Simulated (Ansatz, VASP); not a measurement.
## KF in VASP and in Ansatz

```xyz
2
Lattice="0.0000 2.9354 2.9354 2.9354 0.0000 2.9354 2.9354 2.9354 0.0000" Properties=species:S:1:pos:R:3 pbc="T T T"
K     0.0000    0.0000    0.0000
F     1.4677    1.4677    1.4677
```

Alike in both runs: task single point; functional PBE-based global hybrid with a share of 0.15 of exact exchange; k mesh 4 × 4 × 4; no spin polarisation.

|  | VASP | Ansatz |
| --- | --- | --- |
| version | VASP 6.6.1 | Ansatz 0.2.0 |
| potentials or method | VASP PAW PBE potentials, release 64 (K_sv, F) | plane waves |
| plane-wave cutoff (eV) | 520 | 420 |
| occupations | gaussian, width 0.01 eV | fixed |
| valence electrons in the cell | 16 | 16 |

VASP gave:

| Quantity | Value |
| --- | --- |
| gap on the k mesh at the Fermi level (eV) | 6.74 |
| pressure (GPa) | 0.7 |

**Question.** Which values does Ansatz return?

**Answer.** gap on the k mesh at the Fermi level (eV): 6.74; pressure (GPa): 0.6.

VASP's potentials were made for PBE, not for PBE-based global hybrid. Ansatz's warnings: stress exchange threshold loose, stress scf threshold loose.

The k mesh is coarse, so the values compare programs but aren't converged.
